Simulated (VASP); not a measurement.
**Re: single point with PBEsol**

Re:

```
Re
1.0
     0.00000    2.79694    2.79694
     2.79694    0.00000    2.79694
     2.79694    2.79694    0.00000
Re
2
Direct
  0.00000 0.00000 0.00000
  0.25000 0.25000 0.25000
```

This isn't the form of Re at room conditions, which is hcp.

```
Program             : VASP 6.6.1
Task                : single point
Functional          : PBEsol
Potentials or basis : VASP PAW PBE potentials, release 64 (Re_sv_GW)
Cutoff              : 560 eV
k mesh              : 18 × 18 × 18
Occupations         : gaussian, width 0.1 eV
Spin                : no spin polarisation
```

```
Pressure               : -2.2 GPa
Band gap on the k mesh : zero (bands 15 and 16 overlap by 1.36 eV)
```

Levels at points of the mesh, in eV from the Fermi level:
| k point | band 12 | band 13 | band 14 | band 15 | band 16 | band 17 | band 18 | band 19 |
| --- | --- | --- | --- | --- | --- | --- | --- | --- |
| (0.00, 0.00, 0.00) | -2.27 | -2.27 | -2.27 | 0.68 | 0.68 | 0.68 | 4.27 | 4.27 |
| (0.50, 0.00, 0.00) | -2.80 | -2.51 | -2.51 | -0.91 | 1.77 | 1.77 | 3.38 | 3.38 |
| (0.50, 0.50, 0.00) | -2.45 | -1.96 | -1.96 | -0.03 | -0.03 | 3.77 | 3.77 | 4.71 |

It took 120 s on 1 thread of Intel(R) Xeon(R) 6975P-C (Granite Rapids), on a shared host, peak memory 0.3 GiB.

Caveat: the PAW data sets were made with another functional, which shifts forces and pressure a little; spin-orbit coupling is left out, which moves the levels of the heavy elements.
